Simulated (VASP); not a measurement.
# CoSi16 (a cell with a defect) in VASP: relaxation of the atoms with PBE

Aim: the relaxation of the atoms of CoSi16 (a cell with a defect) with PBE.

Everything below comes from runs of VASP 6.6.1. Logs are shortened: lines on timing, memory, paths and dates and some standing lists are left out, and cuts for length are marked.

## 1. The cell of the first run

The cell holds a defect, 17 atoms: a = 7.679 Å, b = 7.679 Å, c = 7.679 Å, α = 60.00°, β = 60.00°, γ = 60.00°.

## 2. Relaxation of the atoms, PBE, collinear spin, ferromagnetic start

File INCAR:

```
PREC     = Accurate       # precision mode
ENCUT    = 520            # plane-wave cutoff, eV
EDIFF    = 1E-6           # SCF threshold, eV
ISMEAR   = 0              # smearing method
SIGMA    = 0.05           # smearing width, eV
LREAL    = Auto         
LASPH    = True           # aspherical terms in the spheres
NELM     = 150            # most SCF steps
ALGO     = Normal         # electronic algorithm
ISIF     = 2              # what is computed and relaxed
LWAVE    = False          # write WAVECAR
LCHARG   = False          # write CHGCAR
ISPIN    = 2              # spin polarisation
MAGMOM   = 0 0 0 0 0 0 0 0 0 0 0 0 0 0 0 0 1 # initial moments
LORBIT   = 11             # projections on sites
LMAXMIX  = 4              # l up to which the mixer works
GGA      = PE             # functional
IBRION   = 2              # ionic algorithm
NSW      = 80             # ionic steps
EDIFFG   = -0.03          # ionic threshold
KPAR     = 2
```

File KPOINTS:

```
Automatic mesh
0
Gamma
  2 2 2
```

File POSCAR:

```
CoSi16
1.0
    0.0000000000      5.4300000000      5.4300000000
    5.4300000000      0.0000000000      5.4300000000
    5.4300000000      5.4300000000      0.0000000000
Si Co
16 1
Direct
    0.0000000000      0.0000000000      0.0000000000
    0.1250000000      0.1250000000      0.1250000000
    0.0000000000      0.0000000000      0.5000000000
    0.1250000000      0.1250000000      0.6250000000
    0.0000000000      0.5000000000      0.0000000000
    0.1250000000      0.6250000000      0.1250000000
    0.0000000000      0.5000000000      0.5000000000
    0.1250000000      0.6250000000      0.6250000000
    0.5000000000      0.0000000000      0.0000000000
    0.6250000000      0.1250000000      0.1250000000
    0.5000000000      0.0000000000      0.5000000000
    0.6250000000      0.1250000000      0.6250000000
    0.5000000000      0.5000000000      0.0000000000
    0.6250000000      0.6250000000      0.1250000000
    0.5000000000      0.5000000000      0.5000000000
    0.6250000000      0.6250000000      0.6250000000
    0.2580428000      0.2626514000      0.7364582000
```

Potentials or basis: VASP PAW PBE potentials, release 64 (Si, Co).

Launch:

```
$ cat potpaw_PBE.64/Si/POTCAR potpaw_PBE.64/Co/POTCAR > POTCAR
$ mpirun -np 4 vasp_std > vasp.out
```

OUTCAR:

```text
PREC = Accurate
   ENCUT = 520
   EDIFF = 1E-6
   ISMEAR = 0
   LREAL = Auto
   LASPH = True
   NELM = 150
   ISIF = 2
   ISPIN = 2
   LORBIT = 11
   GGA = PE
   IBRION = 2
   NSW = 80
   EDIFFG = -0.03

 ion  position               nearest neighbor table
   1  0.000  0.000  0.000-   2 2.35   4 2.35   6 2.35  10 2.35  17 2.83
   2  0.125  0.125  0.125-   1 2.35   3 2.35   5 2.35   9 2.35  17 2.44
   3  0.000  0.000  0.500-   2 2.35   4 2.35   8 2.35  12 2.35
   4  0.125  0.125  0.625-   1 2.35   3 2.35   7 2.35  11 2.35  17 2.40
   5  0.000  0.500  0.000-   2 2.35   6 2.35   8 2.35  14 2.35  17 2.72
   6  0.125  0.625  0.125-   1 2.35   5 2.35   7 2.35  13 2.35
   7  0.000  0.500  0.500-   4 2.35   6 2.35   8 2.35  16 2.35  17 2.69
   8  0.125  0.625  0.625-  17 2.27   5 2.35   7 2.35  15 2.35   3 2.35
   9  0.500  0.000  0.000-   2 2.35  10 2.35  12 2.35  14 2.35  17 2.75
  10  0.625  0.125  0.125-   1 2.35   9 2.35  11 2.35  13 2.35
  11  0.500  0.000  0.500-   4 2.35  10 2.35  12 2.35  16 2.35  17 2.71
  12  0.625  0.125  0.625-  17 2.30   9 2.35  11 2.35  15 2.35   3 2.35
  13  0.500  0.500  0.000-   6 2.35  10 2.35  14 2.35  16 2.35
  14  0.625  0.625  0.125-   5 2.35   9 2.35  13 2.35  15 2.35
  15  0.500  0.500  0.500-   8 2.35  12 2.35  14 2.35  16 2.35  17 2.60
  16  0.625  0.625  0.625-   7 2.35  11 2.35  13 2.35  15 2.35
  17  0.258  0.263  0.736-   8 2.27  12 2.30   4 2.40   2 2.44  15 2.60   7 2.69  11 2.71   5 2.72
                             9 2.75   1 2.83

  LATTYP: Found a face centered cubic cell.
 ALAT       =    10.8600000000

  Lattice vectors:

 A1 = (   0.0000000000,   5.4300000000,   5.4300000000)
 A2 = (   5.4300000000,   0.0000000000,   5.4300000000)
 A3 = (   5.4300000000,   5.4300000000,   0.0000000000)

Analysis of symmetry for initial positions (statically):
=====================================================================
 Subroutine PRICEL returns:
 Original cell was already a primitive cell.

 Routine SETGRP: Setting up the symmetry group for a
 face centered cubic supercell.

 Subroutine GETGRP returns: Found  1 space group operations
 (whereof  1 operations were pure point group operations)
 out of a pool of 48 trial point group operations.

The static configuration has the point symmetry C_1 .

Analysis of symmetry for dynamics (positions and initial velocities):
=====================================================================
 Subroutine PRICEL returns:
 Original cell was already a primitive cell.

 Routine SETGRP: Setting up the symmetry group for a
 face centered cubic supercell.

 Subroutine GETGRP returns: Found  1 space group operations
[... 155 lines left out ...]
   GGA     = PE    functional components
   LHFCALC =     F    Hartree Fock is set to
   AEXX    =    0.0000 exact exchange contribution
   IVDW    =     0    specifies the selected vdW correction
   LEPSILON=     F    determine dielectric tensor
   LRPA    =     F    only Hartree local field effects (RPA)
 conjugate gradient relaxation of ions
 spin polarized calculation
 Gauss-broadening in eV      SIGMA  =   0.05
  energy-cutoff  :      520.00
  volume of cell :      320.21
 maximum number of plane-waves:      8646
 NGX is ok and might be reduce to    60
   NGX = 29   NGY = 29   NGZ = 29

--------------------------------------- Ionic step        1  -------------------------------------------

 number of electron      73.0000004 magnetization       1.2500762

 Free energy of the ion-electron system (eV)
  ---------------------------------------------------
  ext. energy  EPLUGINS =         0.00000000
  ---------------------------------------------------
  free energy    TOTEN  =       -91.30455523 eV

  energy without entropy =      -91.29386572  energy(sigma->0) =      -91.29921047

------------------------ aborting loop because EDIFF is reached ----------------------------------------

  FORCE on cell =-STRESS in cart. coord.  units (eV):
  Direction    XX          YY          ZZ          XY          YZ          ZX
  --------------------------------------------------------------------------------------
  -------------------------------------------------------------------------------------
  Total        4.8651048      4.8979290      5.2532478     -0.4980745     -0.0439781      0.1166442
  in kB       24.3429551     24.5071936     26.2850605     -2.4921570     -0.2200481      0.5836391
  external PRESSURE =      25.0450698 kB  Pullay stress =       0.0000000 kB
[... 344 lines left out ...]
--------------------------------------- Ionic step        8  -------------------------------------------

 number of electron      73.0000002 magnetization       1.2500000

 Free energy of the ion-electron system (eV)
  ---------------------------------------------------
  ext. energy  EPLUGINS =         0.00000000
  ---------------------------------------------------
  free energy    TOTEN  =       -91.35802816 eV

  energy without entropy =      -91.34497928  energy(sigma->0) =      -91.35150372

 E-fermi :   6.6144     XC(G=0):  -9.6801

 val. band max:        6.6133710395   @ k =   0.0000   0.0000   0.5000
 cond. band min:       6.6180493602   @ k =   0.5000   0.0000   0.0000
 fundamental gap:      0.0046783207
 Fermi energy:         6.6143899152

 spin component 1

 k-point     1 :       0.0000    0.0000    0.0000
  band No.  band energies     occupation
      1      -5.8788      1.00000
      2      -3.5079      1.00000
      3      -3.5076      1.00000
      4      -3.5069      1.00000
      5      -3.4945      1.00000
      6      -1.9028      1.00000
[... 381 lines left out ...]
     45       9.3915      0.00000
     46      10.3859      0.00000
 Fermi energy:         6.6143899152

 spin component 2

 k-point     1 :       0.0000    0.0000    0.0000
  band No.  band energies     occupation
      1      -5.8552      1.00000
      2      -3.4785      1.00000
      3      -3.4778      1.00000
      4      -3.4763      1.00000
      5      -3.4757      1.00000
      6      -1.8987      1.00000
[... 425 lines left out ...]
  FREE ENERGIE OF THE ION-ELECTRON SYSTEM (eV)
  ---------------------------------------------------
  free  energy   TOTEN  =       -91.3580281599 eV

  energy  without entropy=      -91.3449792793  energy(sigma->0) =      -91.35150372

 reached required accuracy - stopping structural energy minimisation

 total charge

# of ion       s       p       d       tot
------------------------------------------
    1        0.735   0.949   0.000   1.683
    2        0.732   0.965   0.000   1.697
    3        0.760   0.932   0.000   1.692
    4        0.732   0.964   0.000   1.696
    5        0.734   0.949   0.000   1.682
    6        0.743   0.945   0.000   1.688
[... 9 lines left out ...]
   16        0.743   0.944   0.000   1.687
   17        0.380   0.401   7.532   8.313
--------------------------------------------------
tot         12.178  15.629   7.532  35.339

 magnetization (x)

# of ion       s       p       d       tot
------------------------------------------
    1        0.000   0.008   0.000   0.008
    2       -0.000   0.028   0.000   0.028
    3       -0.001  -0.002   0.000  -0.003
    4       -0.000   0.028   0.000   0.028
    5        0.000   0.008   0.000   0.008
    6       -0.001   0.009   0.000   0.009
[... 9 lines left out ...]
   16       -0.001   0.010   0.000   0.009
   17        0.002   0.002   0.914   0.918
--------------------------------------------------
tot          0.000   0.192   0.914   1.106
```

CONTCAR:

```text
CoSi16
   1.00000000000000
     0.0000000000000000    5.4299999999999997    5.4299999999999997
     5.4299999999999997    0.0000000000000000    5.4299999999999997
     5.4299999999999997    5.4299999999999997    0.0000000000000000
  Si              Co
    16     1
Direct
     0.9996386777331908    0.9995644508625738    0.0000410565390501
     0.1248697141871844    0.1249419678285459    0.1253488988959454
     0.0021314231956639    0.0033092611289563    0.4964208668696030
     0.1242969757721643    0.1243918441398592    0.6242546050042304
     0.9999605770955738    0.5014760860951539    0.9983616462463779
     0.1270782397337276    0.6238890837492127    0.1245629971796516
[... 9 lines left out ...]
     0.6241769642579762    0.6241776616917376    0.6273615304465703
     0.2520933317735436    0.2532019477701618    0.7465251218274376

  0.00000000E+00  0.00000000E+00  0.00000000E+00
  0.00000000E+00  0.00000000E+00  0.00000000E+00
  0.00000000E+00  0.00000000E+00  0.00000000E+00
  0.00000000E+00  0.00000000E+00  0.00000000E+00
  0.00000000E+00  0.00000000E+00  0.00000000E+00
  0.00000000E+00  0.00000000E+00  0.00000000E+00
[... 9 lines left out ...]
  0.00000000E+00  0.00000000E+00  0.00000000E+00
  0.00000000E+00  0.00000000E+00  0.00000000E+00
```

Run time: 7.4 min. Hardware: 4 MPI ranks of Intel Xeon 6975P-C (Granite Rapids), shared host; peak memory 0.46 GiB.

Results:

| Property | Result |
| --- | --- |
| Free energy | -91.3580 eV |
| Energy gained by relaxing | 3.1 meV/atom |
| Ionic steps | 8 |
| Pressure after relaxing | 2.2 GPa |
| Largest force after relaxing | 0.022 eV/Å |
| Net moment | 1.25 μB per cell |
| Site moments | Si +0.01, +0.03, -0.00, +0.00 (each value once); Co +0.92 μB |
| Valence electrons inside the program's atomic spheres | Si 1.68, 1.70, 1.69, 1.71 (each value once); Co 8.31 |

Forces in eV/Å, atoms in the order of the input:
```
Si  -0.002 -0.002  0.002
Si   0.017  0.013 -0.003
Si  -0.002  0.008 -0.012
Si  -0.011 -0.016  0.005
Si   0.009 -0.014  0.007
Si  -0.003  0.005 -0.004
Si   0.014 -0.008  0.002
Si  -0.013  0.007  0.004
Si  -0.014  0.006  0.007
Si   0.003 -0.001 -0.005
Si  -0.006  0.013  0.001
Si   0.011 -0.017  0.004
Si   0.002 -0.001  0.004
Si  -0.002  0.001 -0.011
Si   0.002  0.002  0.006
Si  -0.001  0.002 -0.010
Co  -0.002  0.001  0.003
```

The path:
| step | energy change (eV) | largest force (eV/Å) | pressure (GPa) |
| --- | --- | --- | --- |
| 1 | 0.0000 | 0.8468 | 2.50 |
| 2 | -0.0425 | 0.2245 | 2.22 |
| 3 | -0.0425 | 0.2235 | 2.21 |
| 4 | -0.0464 | 0.1724 | 2.21 |
| 5 | -0.0474 | 0.1662 | 2.20 |
| 6 | -0.0504 | 0.1108 | 2.20 |
| 7 | -0.0523 | 0.0597 | 2.21 |
| 8 | -0.0535 | 0.0216 | 2.20 |

Final structure:
```yaml
crystal:
  lattice:
    - [0.00000, 5.43000, 5.43000]
    - [5.43000, 0.00000, 5.43000]
    - [5.43000, 5.43000, 0.00000]
  atoms:
    - { symbol: Si, position: [0.99964, 0.99956, 0.00004] }
    - { symbol: Si, position: [0.12487, 0.12494, 0.12535] }
    - { symbol: Si, position: [0.00213, 0.00331, 0.49642] }
    - { symbol: Si, position: [0.12430, 0.12439, 0.62425] }
    - { symbol: Si, position: [0.99996, 0.50148, 0.99836] }
    - { symbol: Si, position: [0.12708, 0.62389, 0.12456] }
    - { symbol: Si, position: [0.00000, 0.50101, 0.50028] }
    - { symbol: Si, position: [0.12287, 0.63230, 0.62236] }
    - { symbol: Si, position: [0.50126, 0.99989, 0.99870] }
    - { symbol: Si, position: [0.62396, 0.12709, 0.12453] }
    - { symbol: Si, position: [0.50077, 0.99998, 0.50025] }
    - { symbol: Si, position: [0.63123, 0.12327, 0.62272] }
    - { symbol: Si, position: [0.49991, 0.49990, 0.00012] }
    - { symbol: Si, position: [0.62417, 0.62412, 0.12444] }
    - { symbol: Si, position: [0.49962, 0.50014, 0.50017] }
    - { symbol: Si, position: [0.62418, 0.62418, 0.62736] }
    - { symbol: Co, position: [0.25209, 0.25320, 0.74653] }
```

Caveat: the k points lie up to 0.50 Å⁻¹ apart.
